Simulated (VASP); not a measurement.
Runs of VASP 6.6.1 on InP. The structure is that of space group F-43m (No. 216), or close to it. The cells are those of the table. 

| spin | cell | smearing | gap on the mesh (eV) | pressure (GPa) | moment (μB) |
| --- | --- | --- | --- | --- | --- |
| off | a = 4.136, b = 4.136, c = 4.158 Å, angles 60.2, 60.2, 90.0°, 2 atoms | gaussian 0.01 eV | 0.57 | 0.3 | - |
| off | a = 4.178, b = 4.178, c = 4.161 Å, angles 59.9, 59.9, 90.0°, 2 atoms | gaussian 0.01 eV | 0.50 | -0.5 | - |
| off | a = 4.198, b = 4.198, c = 4.154 Å, angles 59.6, 59.6, 90.0°, 2 atoms | gaussian 0.01 eV | 0.45 | -0.6 | - |
| off | a = 4.115, b = 4.115, c = 4.149 Å, angles 60.3, 60.3, 90.0°, 2 atoms | gaussian 0.01 eV | 0.61 | 0.9 | - |
| off | a = 4.136, b = 4.136, c = 4.153 Å, angles 60.1, 60.1, 90.0°, 2 atoms | gaussian 0.01 eV | 0.59 | (d) | - |
| off | a = 4.074, b = 4.074, c = 4.162 Å, angles 60.7, 60.7, 90.0°, 2 atoms | gaussian 0.01 eV | 0.59 | (a) | - |
| non-collinear, zero start, SOC | a = 4.178, b = 4.178, c = 4.155 Å, angles 59.8, 59.8, 90.0°, 2 atoms | fermi-dirac 0.01 eV | - | -0.4 | 0.00 |
| non-collinear, zero start, SOC | a = 4.198, b = 4.198, c = 4.154 Å, angles 59.6, 59.6, 90.0°, 2 atoms | fermi-dirac 0.01 eV | - | -0.6 | 0.00 |
| off | a = 4.115, b = 4.115, c = 4.159 Å, angles 60.3, 60.3, 90.0°, 2 atoms | gaussian 0.01 eV | 0.58 | (c) | - |
| non-collinear, zero start, SOC | a = 4.115, b = 4.115, c = 4.159 Å, angles 60.3, 60.3, 90.0°, 2 atoms | fermi-dirac 0.01 eV | - | 0.5 | 0.00 |
| non-collinear, zero start, SOC | a = 4.136, b = 4.136, c = 4.158 Å, angles 60.2, 60.2, 90.0°, 2 atoms | fermi-dirac 0.01 eV | - | 0.2 | 0.00 |
| off | a = 4.178, b = 4.178, c = 4.155 Å, angles 59.8, 59.8, 90.0°, 2 atoms | gaussian 0.01 eV | (b) | -0.3 | - |

Alike in all rows: task single point; level PBEsol; potentials or basis VASP PAW PBE potentials, release 64 (In_d, P); k mesh 8 × 8 × 8; cutoff (eV) 520.

Problem. Fill in the values left out.

Solution. (a) 1.2; (b) 0.51; (c) 0.6; (d) 0.4.

Caveats: the PAW data sets were made with another functional, which shifts forces and pressure a little; spin-orbit coupling is left out, which moves the levels of the heavy elements (some runs).

A k mesh can miss the band edges, and rows without SOC leave out spin-orbit coupling on In.
